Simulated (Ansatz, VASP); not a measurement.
# Two plane-wave programs on PbSe

```
Pb Se
1.0
     0.00000    3.00771    3.00771
     3.00771    0.00000    3.00771
     3.00771    3.00771    0.00000
Pb Se
1 1
Direct
  0.00000 0.00000 0.00000
  0.50000 0.50000 0.50000
```

Alike in both runs: task single point; functional r2SCAN; dispersion rVV10; k mesh 10 × 10 × 10; occupations gaussian, width 0.02 eV; no spin polarisation.

|  | VASP | Ansatz |
| --- | --- | --- |
| version | VASP 6.6.1 | Ansatz 0.2.0 |
| potentials or method | VASP PAW PBE potentials, release 64 (Pb_d, Se), cutoff 550 eV | scalar-relativistic, plane waves, PAW |
| valence electrons in the cell | 20 | 30 |

```csv
,VASP,Ansatz,Ansatz less VASP
gap on the k mesh at the Fermi level (eV),0.34,0.33,-0.007
least direct gap on the mesh (eV),0.34,0.33,-0.007
pressure (GPa),4.1,3.8,-0.25
```

VASP's potentials were made for PBE, not for r2SCAN. VASP's potentials hold 20 valence electrons a cell and Ansatz's 30, so a difference there can come from the potentials and not from the codes.

Neither program's run includes spin-orbit coupling.
